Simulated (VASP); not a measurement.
CdSn2O3:

```
CELL_PARAMETERS angstrom
3.25934 -3.79997 0.00000
3.25934 3.79997 0.00000
0.00000 0.00000 4.30486
ATOMIC_POSITIONS crystal
Cd 0.00000 0.00000 0.50000
Sn 0.00000 0.50000 0.00000
Sn 0.50000 0.00000 0.00000
O 0.21049 0.21049 0.00000
O 0.78951 0.78951 0.00000
O 0.50000 0.50000 0.50000
```

The cell was built from a structure type or drawn by symmetry, and may not be a known phase.

```yaml
Program: VASP 6.6.1
Task: relaxation of cell and atoms
Functional: PBE
Potentials_or_basis: VASP PAW PBE potentials, release 64 (Cd, Sn_d, O)
Cutoff: 600 eV
k_mesh: 4 × 4 × 4
Occupations: gaussian, width 0.1 eV
Spin: no spin polarisation
```

At the start: pressure 9.4 GPa; volume 17.77 Å³/atom.

Q: How do energy, volume and symmetry change on relaxing?

A: Over 36 steps the energy falls by 394.8 meV/atom and the volume is 19.87 Å³/atom (+11.8 %); space group Cmmm (No. 65, to 0.1 Å) before and after.

The path:
```tsv
step	energy change (eV)	largest force (eV/Å)	pressure (GPa)	volume (Å³)
1	0.0000	1.1968	9.39	106.63
2	-0.7911	0.0861	-7.09	122.34
3	-1.0327	0.3462	-3.10	116.35
4	-1.0329	0.3639	-2.94	116.16
5	-1.1592	0.1371	-1.48	111.40
6	-1.2095	0.1594	0.43	107.14
7	-1.2106	0.2173	0.82	106.43
8	-1.2506	0.1279	0.54	106.37
9	-1.2874	0.0141	0.43	106.05
10	-1.2884	0.0017	0.42	105.96
11	-1.3248	0.3036	0.24	107.11
12	-1.3756	1.1650	0.30	110.23
13	-1.3833	1.2025	0.29	110.48
14	-1.4077	1.3095	0.26	111.22
15	-1.4573	1.4955	0.16	112.65
16	-1.5378	1.7878	0.05	115.28
17	-1.4920	2.2490	-0.38	119.68
18	-1.5670	1.8846	-0.03	116.43
19	-1.6060	1.9056	-0.29	117.16
20	-1.7089	1.9947	-1.09	119.26
21	-1.7899	2.0571	-3.23	123.03
22	-1.7893	2.0371	-2.30	121.60
23	-1.8989	1.9029	-2.46	121.36
24	-2.1561	1.3730	-2.55	120.59
25	-2.2239	0.3772	-0.84	118.82
26	-2.2831	0.5296	-1.91	119.66
27	-2.2845	0.4311	-1.82	119.56
28	-2.3092	0.3357	-0.94	118.36
29	-2.3284	0.1012	1.54	115.43
30	-2.3295	0.1452	1.08	115.96
31	-2.3410	0.1691	0.92	116.41
32	-2.3607	0.2327	0.38	117.75
33	-2.3628	0.2581	0.24	118.30
34	-2.3688	0.0782	-0.08	119.04
35	-2.3690	0.0258	-0.16	119.25
36	-2.3690	0.0322	-0.15	119.22
```

Final structure:
```xyz
6
Lattice="4.4092 -4.0552 0.0000 4.4092 4.0552 0.0000 0.0000 0.0000 3.3340" Properties=species:S:1:pos:R:3 pbc="T T T"
Cd    0.0000    0.0000    1.6670
Sn    2.2046    2.0276    0.0000
Sn    2.2046   -2.0276    0.0000
O     1.4271    0.0000    0.0000
O     7.3913    0.0000    0.0000
O     4.4092    0.0000    1.6670
```

Caveat: the k points lie up to 0.47 Å⁻¹ apart in the final cell, too coarse for converged energies and pressures of a metal; a cell axis changed by over 15 % at a fixed basis, so the end point is rough.
